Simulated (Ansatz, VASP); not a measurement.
**SrCd in VASP and in Ansatz**

The input INCAR:

```
SYSTEM = SrCd
PREC = Accurate ; ENCUT = 520
EDIFF = 1E-8 ; ISMEAR = -1
SIGMA = 0.08 ; LREAL = .FALSE.
LASPH = .TRUE. ; NELM = 100
ALGO = Normal ; ISIF = 2
LWAVE = .FALSE. ; LCHARG = .FALSE.
GGA = CA ; LEFG = .TRUE.
NBANDS = 18
```

File KPOINTS:

```
Automatic mesh
0
G
  10 10 10
  0 0 0
```

POSCAR

```
SrCd
1.0
    4.0030000000     -0.0400300000     -0.0400300000
   -0.0400300000      4.0030000000     -0.0400300000
   -0.0400300000     -0.0400300000      4.0030000000
Sr Cd
1 1
Direct
    0.5000000000      0.5000000000      0.5000000000
    0.0000000000      0.0000000000      0.0000000000
```

Input for Ansatz:

```yaml
crystal:
  lattice:
    - [4.003, -0.04003, -0.04003]
    - [-0.04003, 4.003, -0.04003]
    - [-0.04003, -0.04003, 4.003]
  atoms:
    - { symbol: Sr, position: [0.5, 0.5, 0.5] }
    - { symbol: Cd, position: [0.0, 0.0, 0.0] }
kpoints:
  mp_grid: { grid: [10, 10, 10] }
scf:
  occupations: { method: fermi_dirac, width: 0.08 }
hamiltonian:
  xc: lda
  pseudopotentials: { kind: all_electron, datasets: crystal }
output:
  forces: true
  stress: true
  eigenvalues: true
  efg: { contact_densities: true }
```

Change from the starting cell: equal xy, yz and zx shear strains of -2 %, crystal datasets.

Alike in both runs: task electric field gradients; functional LDA; k mesh 10 × 10 × 10; occupations fermi-dirac, width 0.08 eV; no spin polarisation.

```csv
,VASP,Ansatz
version,VASP 6.6.1,Ansatz 0.2.0
potentials or method,"VASP PAW LDA potentials, release 64 (Sr_sv, Cd), cutoff 520 eV","all-electron PAW with datasets made for the crystal, scalar-relativistic"
```

```csv
,VASP,Ansatz,Ansatz less VASP
pressure (GPa),-1.9,-2.0,-0.10
"traceless stress, the component that is largest in VASP (GPa)",0.43,0.42,-0.008
size of Vzz on the site where it differs most (V/Å²),7.4,10.5,+3.14
```

LDA's correlation is that of Perdew and Zunger in VASP and of Perdew and Wang (1992) in Ansatz. Ansatz ran all-electron here, and VASP with PAW potentials.
